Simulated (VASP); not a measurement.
Input of a VASP 6.6.1 run:

The input INCAR:

```
SYSTEM = Cs
PREC = Accurate
ENCUT = 520
EDIFF = 1E-6
ISMEAR = 0
SIGMA = 0.15
LREAL = .FALSE.
LASPH = .TRUE.
NELM = 60
ALGO = Fast
ISIF = 2
LWAVE = .FALSE.
LCHARG = .FALSE.
GGA = PE
NBANDS = 10
```

KPOINTS

```
regular mesh
0
G
  12 12 12
  0 0 0
```

File POSCAR:

```
Cs
1.0
   -3.0980625000      3.0980625000      3.1736250000
    3.0980625000     -3.0980625000      3.1736250000
    3.0980625000      3.0980625000     -3.1736250000
Cs
1
Direct
    0.0000000000      0.0000000000      0.0000000000
```

Potentials or basis: VASP PAW PBE potentials, release 64 (Cs_sv).

The run is started by

```console
$ cat potpaw_PBE.64/Cs_sv/POTCAR > POTCAR
$ mpirun -np 1 vasp_std > vasp.out
```

(1) What does it give for the pressure?

## Answers

(1) -0.1 GPa.

Caveat: the cell differs from its parent crystal (strain +0.025 along x and y, +0.050 along z).
